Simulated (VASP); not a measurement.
# BeS5 (F-43m) in VASP: notebook

Runs on BeS5. Level: PBE. Tasks: single point.

Program: VASP 6.6.1. These are calculated values, not measurements. Logs are shortened: lines on timing, memory, paths and dates and some standing lists are left out, and cuts for length are marked.

**1. The cell of the first run**

It takes space group F-43m (No. 216, cubic). Conventional cell: a = 7.388 Å, b = 7.388 Å, c = 7.388 Å, α = 90.00°, β = 90.00°, γ = 90.00°. Within 4.0 Å of Be (site symmetry -43m) lie 16 S at 3.06 to 3.20 Å. Within 3.4 Å of S (site symmetry 3m) lie 9 S at 2.61 to 3.06 Å and 3 Be at 3.06 Å. Within 4.0 Å of S (site symmetry -43m) lie 12 S at 3.06 Å and 4 Be at 3.20 Å.

The cell was built from a structure type or drawn by symmetry, and may not be a known phase.

**2. Single point, PBE**

INCAR

```
PREC     = Accurate       # precision mode
ENCUT    = 520            # plane-wave cutoff, eV
EDIFF    = 1E-7           # SCF threshold, eV
ISMEAR   = 0              # smearing method
SIGMA    = 0.1            # smearing width, eV
LREAL    = F              # projectors in reciprocal space
LASPH    = T              # aspherical terms in the spheres
NELM     = 60             # most SCF steps
ALGO     = Normal         # electronic algorithm
ISIF     = 2              # what is computed and relaxed
LWAVE    = F              # write WAVECAR
LCHARG   = T              # write CHGCAR
GGA      = PE             # functional
LELF     = T              # ELF
LVHAR    = T            
NBANDS   = 25             # bands
```

KPOINTS

```
regular mesh
0
Gamma
  4 4 4
```

POSCAR

```
BeS5
1.0
    0.0000000000      3.6938626861      3.6938626861
    3.6938626861      0.0000000000      3.6938626861
    3.6938626861      3.6938626861      0.0000000000
Be S
1 5
Direct
    0.0000000000      0.0000000000      0.0000000000
    0.3751210807      0.3751210807      0.8746367580
    0.3751210807      0.8746367580      0.3751210807
    0.8746367580      0.3751210807      0.3751210807
    0.3751210807      0.3751210807      0.3751210807
    0.7500000000      0.7500000000      0.7500000000
```

Potentials or basis: VASP PAW PBE potentials, release 64 (Be, S).

On the command line:

```bash
> cat potpaw_PBE.64/Be/POTCAR potpaw_PBE.64/S/POTCAR > POTCAR
> mpirun -np 1 vasp_std > vasp.out
```

OUTCAR:

```text
PREC = Accurate
   ENCUT = 520
   EDIFF = 1E-7
   ISMEAR = 0
   LREAL = F
   LASPH = T
   NELM = 60
   ISIF = 2
   GGA = PE

 ion  position               nearest neighbor table
   1  0.000  0.000  0.000-
   2  0.375  0.375  0.875-   3 2.61   4 2.61   5 2.61   5 2.61   3 2.61   4 2.61
   3  0.375  0.875  0.375-   2 2.61   4 2.61   5 2.61   2 2.61   5 2.61   4 2.61
   4  0.875  0.375  0.375-   2 2.61   3 2.61   5 2.61   5 2.61   2 2.61   3 2.61
   5  0.375  0.375  0.375-   2 2.61   3 2.61   4 2.61   2 2.61   3 2.61   4 2.61
   6  0.750  0.750  0.750-

  LATTYP: Found a face centered cubic cell.
 ALAT       =     7.3877253722

  Lattice vectors:

 A1 = (   0.0000000000,   3.6938626861,   3.6938626861)
 A2 = (   3.6938626861,   0.0000000000,   3.6938626861)
 A3 = (   3.6938626861,   3.6938626861,   0.0000000000)

Analysis of symmetry for initial positions (statically):
=====================================================================
 Subroutine PRICEL returns:
 Original cell was already a primitive cell.

 Routine SETGRP: Setting up the symmetry group for a
 face centered cubic supercell.

 Subroutine GETGRP returns: Found 24 space group operations
 (whereof 24 operations were pure point group operations)
 out of a pool of 48 trial point group operations.

The static configuration has the point symmetry T_d .

Analysis of symmetry for dynamics (positions and initial velocities):
=====================================================================
 Subroutine PRICEL returns:
 Original cell was already a primitive cell.

 Routine SETGRP: Setting up the symmetry group for a
 face centered cubic supercell.

 Subroutine GETGRP returns: Found 24 space group operations
 (whereof 24 operations were pure point group operations)
 out of a pool of 48 trial point group operations.

The dynamic configuration has the point symmetry T_d .

 Subroutine INISYM returns: Found 24 space group operations
 (whereof 24 operations are pure point group operations),
 and found     1 'primitive' translations

----------------------------------------------------------------------------------------

                                     Primitive cell

  volume of cell :     100.8027

  direct lattice vectors                    reciprocal lattice vectors
     0.000000000  3.693862686  3.693862686    -0.135359661  0.135359661  0.135359661
     3.693862686  0.000000000  3.693862686     0.135359661 -0.135359661  0.135359661
     3.693862686  3.693862686  0.000000000     0.135359661  0.135359661 -0.135359661

  length of vectors
     5.223910708  5.223910708  5.223910708     0.234449810  0.234449810  0.234449810

  position of ions in fractional coordinates (direct lattice)
     0.000000000  0.000000000  0.000000000
     0.375121081  0.375121081  0.874636758
     0.375121081  0.874636758  0.375121081
     0.874636758  0.375121081  0.375121081
     0.375121081  0.375121081  0.375121081
     0.750000000  0.750000000  0.750000000

  ion indices of the primitive-cell ions
   primitive index   ion index
                 1           1
                 2           2
                 3           3
                 4           4
                 5           5
                 6           6

----------------------------------------------------------------------------------------

 KPOINTS: regular mesh

Automatic generation of k-mesh.
 Grid dimensions read from file:
 generate k-points for:    4    4    4

 Generating k-lattice:

  Cartesian coordinates                     Fractional coordinates (reciprocal lattice)
    -0.033839915  0.033839915  0.033839915     0.250000000  0.000000000  0.000000000
     0.033839915 -0.033839915  0.033839915     0.000000000  0.250000000  0.000000000
     0.033839915  0.033839915 -0.033839915     0.000000000  0.000000000  0.250000000

  Length of vectors
     0.058612452  0.058612452  0.058612452

  Shift w.r.t. Gamma in fractional coordinates (k-lattice)
     0.000000000  0.000000000  0.000000000

 Subroutine IBZKPT returns following result:
 ===========================================

 Found      8 irreducible k-points:

 Following reciprocal coordinates:
            Coordinates               Weight
  0.000000  0.000000  0.000000      1.000000
  0.250000  0.000000  0.000000      8.000000
  0.500000  0.000000  0.000000      4.000000
  0.250000  0.250000  0.000000      6.000000
  0.500000  0.250000  0.000000     24.000000
 -0.250000  0.250000  0.000000     12.000000
  0.500000  0.500000  0.000000      3.000000
 -0.250000  0.500000  0.250000      6.000000
   k-points           NKPTS =      8   k-points in BZ     NKDIM =      8   number of bands    NBANDS=     25
   number of dos      NEDOS =    301   number of ions     NIONS =      6
   total plane-waves  NPLWV =  64000
   dimension x,y,z NGX =    40 NGY =   40 NGZ =   40
   dimension x,y,z NGXF=    80 NGYF=   80 NGZF=   80
   ions per type =               1   5
   NGX,Y,Z   is equivalent  to a cutoff of  12.73, 12.73, 12.73 a.u.
   NGXF,Y,Z  is equivalent  to a cutoff of  25.46, 25.46, 25.46 a.u.
 SYSTEM =  unknown system
   PREC   = accura    normal or accurate (medium, high low for compatibility)
   ISTART =      0    job   : 0-new  1-cont  2-samecut
   ICHARG =      2    charge: 1-file 2-atom 10-const
   ISPIN  =      1    spin polarized calculation?
   LNONCOLLINEAR =      F non collinear calculations
   LSORBIT =      F    spin-orbit coupling
   LASPH  =      T    aspherical Exc in radial PAW
   ENCUT  =  520.0 eV  38.22 Ry    6.18 a.u.   9.71  9.71  9.71*2*pi/ulx,y,z
   NELM   =     60;   NELMIN=  2; NELMDL= -5     # of ELM steps
   EDIFF  = 0.1E-06   stopping-criterion for ELM
   LREAL  =      F    real-space projection
   EDIFFG = 0.1E-05   stopping-criterion for IOM
   NSW    =      0    number of steps for IOM
   IBRION =     -1    ionic relax: 0-MD 1-quasi-New 2-CG
   NFREE  =      0    steps in history (QN), initial steepest desc. (CG)
   ISIF   =      2    stress and relaxation
   ISYM   =      2    0-nonsym 1-usesym 2-fastsym
   POTIM  = 0.5000    time-step for ionic-motion
   TEBEG  =    0.0;   TEEND  =   0.0 temperature during run
   PSTRESS=    0.0 pullay stress
   NELECT =      32.0000    total number of electrons
   NUPDOWN=      -1.0000    fix difference up-down
   EMIN   =  10.00;   EMAX   =-10.00  energy-range for DOS
   EFERMI =   0.00;   METHOD = LEGACY
   ISMEAR =     0;   SIGMA  =   0.10  broadening in eV -4-tet -1-fermi 0-gaus
   EFERMI_NEDOS =   21; number of points for ismear=-14 and -15
   IALGO  =     38    algorithm
   IMIX   =      4    mixing-type and parameters
     AMIX     =   0.40;   BMIX     =  1.00
     AMIX_MAG =   1.60;   BMIX_MAG =  1.00
  volume/ion in A,a.u.               =      16.80       113.38
  Fermi-wavevector in a.u.,A,eV,Ry     =   1.116779  2.110407 16.969136  1.247196
  Thomas-Fermi vector in A             =   2.253396
   LORBIT       =      0    0 simple, 1 ext, 2 COOP (PROOUT), +10 PAW based schemes
   GGA     = PE    functional components
   LHFCALC =     F    Hartree Fock is set to
   AEXX    =    0.0000 exact exchange contribution
   IVDW    =     0    specifies the selected vdW correction
   LEPSILON=     F    determine dielectric tensor
   LRPA    =     F    only Hartree local field effects (RPA)
 non-spin polarized calculation
 Gauss-broadening in eV      SIGMA  =   0.10
  energy-cutoff  :      520.00
  volume of cell :      100.80
 maximum number of plane-waves:      2733
 NGX is ok and might be reduce to    40
   NGX = 19   NGY = 19   NGZ = 19

 number of electron      31.9999995 magnetization

 Free energy of the ion-electron system (eV)
  ---------------------------------------------------
  ext. energy  EPLUGINS =         0.00000000
  ---------------------------------------------------
  free energy    TOTEN  =       -16.06699167 eV

  energy without entropy =      -16.01146314  energy(sigma->0) =      -16.03922741

 E-fermi :   6.3058     XC(G=0): -10.3818

 val. band max:        6.3043477837   @ k =   0.5000   0.5000   0.0000
 cond. band min:       6.3187311624   @ k =   0.2500   0.2500   0.0000
 fundamental gap:      0.0143833787
 Fermi energy:         6.3057920604

 k-point     1 :       0.0000    0.0000    0.0000
  band No.  band energies     occupation
      1     -10.4831      2.00000
      2      -5.5294      2.00000
      3      -5.5294      2.00000
      4      -5.5294      2.00000
      5      -5.0451      2.00000
      6      -2.5157      2.00000
[... 17 lines left out ...]
     24      10.9961      0.00000
     25      13.4287      0.00000

 k-point     2 :       0.2500    0.0000    0.0000
  band No.  band energies     occupation
      1     -10.1471      2.00000
      2      -6.8023      2.00000
      3      -5.6129      2.00000
      4      -5.6129      2.00000
      5      -5.1179      2.00000
      6      -1.5147      2.00000
[... 17 lines left out ...]
     24      10.6711      0.00000
     25      14.1207      0.00000

 k-point     3 :       0.5000    0.0000    0.0000
  band No.  band energies     occupation
      1      -9.5814      2.00000
      2      -7.9487      2.00000
      3      -5.6903      2.00000
      4      -5.6903      2.00000
      5      -5.2129      2.00000
      6      -0.9688      2.00000
[... 17 lines left out ...]
     24      10.3155      0.00000
     25      13.6512      0.00000

 k-point     4 :       0.2500    0.2500    0.0000
  band No.  band energies     occupation
      1     -10.0217      2.00000
      2      -6.9225      2.00000
      3      -5.7431      2.00000
      4      -5.7431      2.00000
      5      -5.3125      2.00000
      6      -0.9793      2.00000
[... 17 lines left out ...]
     24      10.3631      0.00000
     25      14.4794      0.00000

 k-point     5 :       0.5000    0.2500    0.0000
  band No.  band energies     occupation
      1      -9.3705      2.00000
      2      -8.0147      2.00000
      3      -6.2895      2.00000
      4      -5.8163      2.00000
      5      -5.0381      2.00000
      6      -0.4248      2.00000
[... 17 lines left out ...]
     24      10.2593      0.00000
     25      14.1998      0.00000

 k-point     6 :      -0.2500    0.2500    0.0000
  band No.  band energies     occupation
      1      -9.6400      2.00000
      2      -7.6388      2.00000
      3      -6.3096      2.00000
      4      -5.6939      2.00000
      5      -4.9067      2.00000
      6      -0.7709      2.00000
[... 17 lines left out ...]
     24      10.5281      0.00000
     25      14.2990      0.00000

 k-point     7 :       0.5000    0.5000    0.0000
  band No.  band energies     occupation
      1      -8.7498      2.00000
      2      -8.7138      2.00000
      3      -5.9313      2.00000
      4      -5.9313      2.00000
      5      -5.6150      2.00000
      6      -0.5346      2.00000
[... 17 lines left out ...]
     24       9.5970      0.00000
     25      15.3031      0.00000

 k-point     8 :      -0.2500    0.5000    0.2500
  band No.  band energies     occupation
      1      -8.7063      2.00000
      2      -8.7000      2.00000
      3      -6.5248      2.00000
      4      -5.9730      2.00000
      5      -4.8929      2.00000
      6       0.3308      2.00000
[... 17 lines left out ...]
     24      10.4937      0.00000
     25      14.6566      0.00000

------------------------ aborting loop because EDIFF is reached ----------------------------------------

  FORCE on cell =-STRESS in cart. coord.  units (eV):
  Direction    XX          YY          ZZ          XY          YZ          ZX
  --------------------------------------------------------------------------------------
  -------------------------------------------------------------------------------------
  Total       -0.2176155     -0.2176155     -0.2176155      0.0000000     -0.0000000      0.0000000
  in kB       -3.4588216     -3.4588216     -3.4588216      0.0000000     -0.0000000      0.0000000
  external PRESSURE =      -3.4588216 kB  Pullay stress =       0.0000000 kB

 VOLUME and BASIS-vectors are now :
 -----------------------------------------------------------------------------
  energy-cutoff  :      520.00
  volume of cell :      100.80
      direct lattice vectors                 reciprocal lattice vectors
     0.000000000  3.693862686  3.693862686    -0.135359661  0.135359661  0.135359661
     3.693862686  0.000000000  3.693862686     0.135359661 -0.135359661  0.135359661
     3.693862686  3.693862686  0.000000000     0.135359661  0.135359661 -0.135359661

 POSITION                                       TOTAL-FORCE (eV/Angst)
 -----------------------------------------------------------------------------------
      0.00000      0.00000      0.00000         0.000000      0.000000      0.000000
      4.61643      4.61643      2.77129         0.006480      0.006480     -0.006480
      4.61643      2.77129      4.61643         0.006480     -0.006480      0.006480
      2.77129      4.61643      4.61643        -0.006480      0.006480      0.006480
      2.77129      2.77129      2.77129        -0.006480     -0.006480     -0.006480
      5.54079      5.54079      5.54079         0.000000      0.000000      0.000000
 -----------------------------------------------------------------------------------
    total drift:                               -0.000000     -0.000000     -0.000000

  FREE ENERGIE OF THE ION-ELECTRON SYSTEM (eV)
  ---------------------------------------------------
  free  energy   TOTEN  =       -16.0669916707 eV

  energy  without entropy=      -16.0114631395  energy(sigma->0) =      -16.03922741
```

Wall time 32 s (1 thread of Intel Xeon 8259CL, shared host); peak memory 0.23 GiB.

What came out:

- Free energy: -16.0670 eV
- Pressure: -0.3 GPa
- Largest force: 0.011 eV/Å
- Band gap on the k mesh: zero (bands 16 and 17 overlap by 1.45 eV)

Forces on the atoms (eV/Å):
```
Be   0.000  0.000  0.000
S    0.006  0.006 -0.006
S    0.006 -0.006  0.006
S   -0.006  0.006  0.006
S   -0.006 -0.006 -0.006
S    0.000  0.000  0.000
```

Levels at points of the mesh, in eV from the Fermi level:
```csv
k point,band 14,band 15,band 16,band 17,band 18,band 19
"(0.00, 0.00, 0.00)",-1.96,-1.16,1.44,1.44,1.44,2.08
"(0.50, 0.00, 0.00)",-2.58,-1.18,0.16,0.16,0.54,1.50
"(0.50, 0.50, 0.00)",-2.22,-2.19,-0.68,0.00,0.00,1.12
```

Caveat: the k points lie up to 0.37 Å⁻¹ apart, too coarse for converged energies and pressures of a metal.

**3. Single point, PBE**

This run uses another cell than the first one, of 20.99 Å³/atom.

INCAR

```
SYSTEM = BeS5
ALGO     = Normal         ! electronic algorithm
EDIFF    = 1E-7           ! SCF threshold, eV
ENCUT    = 520            ! plane-wave cutoff, eV
GGA      = PE             ! functional
ISIF     = 2              ! what is computed and relaxed
ISMEAR   = 0              ! smearing method
LASPH    = .TRUE.         ! aspherical terms in the spheres
LCHARG   = .TRUE.         ! write CHGCAR
LELF     = .TRUE.         ! ELF
LREAL    = .FALSE.        ! projectors in reciprocal space
LVHAR    = .TRUE.       
LWAVE    = .FALSE.        ! write WAVECAR
NBANDS   = 25             ! bands
NELM     = 60             ! most SCF steps
PREC     = Accurate       ! precision mode
SIGMA    = 0.1            ! smearing width, eV
```

KPOINTS

```
k-points
0
G
  4 4 4
  0 0 0
```

POSCAR

```
BeS5
1.0
    0.0000000000      3.9785752200      3.9785752200
    3.9785752200      0.0000000000      3.9785752200
    3.9785752200      3.9785752200      0.0000000000
Be S
1 5
Direct
    0.0000000000      0.0000000000      0.0000000000
    0.3750000000      0.3750000000      0.8750000000
    0.3750000000      0.8750000000      0.3750000000
    0.8750000000      0.3750000000      0.3750000000
    0.3750000000      0.3750000000      0.3750000000
    0.7500000000      0.7500000000      0.7500000000
```

Potentials or basis: VASP PAW PBE potentials, release 64 (Be, S).

On the command line:

```bash
> cat potpaw_PBE.64/Be/POTCAR potpaw_PBE.64/S/POTCAR > POTCAR
> mpirun -np 1 vasp_std > vasp.out
```

Run time: 48 s. Hardware: 1 thread of Intel Xeon 8259CL, shared host; peak memory 0.25 GiB.

It converged, with:

```yaml
Free_energy: -15.1861 eV
Pressure: -9.2 GPa
Band_gap_on_the_k_mesh: zero (bands 16 and 17 overlap by 0.94 eV)
```

Levels at points of the mesh, in eV from the Fermi level:
```
           k point  band 11  band 12  band 13  band 14  band 15  band 16  band 17  band 18  band 19  band 20
(0.00, 0.00, 0.00)    -3.19    -1.24    -1.24    -1.24    -1.09     0.96     0.96     0.96     1.68     1.68
(0.50, 0.00, 0.00)    -2.45    -2.10    -1.85    -1.85    -1.01     0.10     0.10     0.37     0.99     1.81
(0.50, 0.50, 0.00)    -2.02    -1.87    -1.87    -1.60    -1.59    -0.41     0.02     0.02     0.67     1.60
```

Caveat: the cell stands under tension.
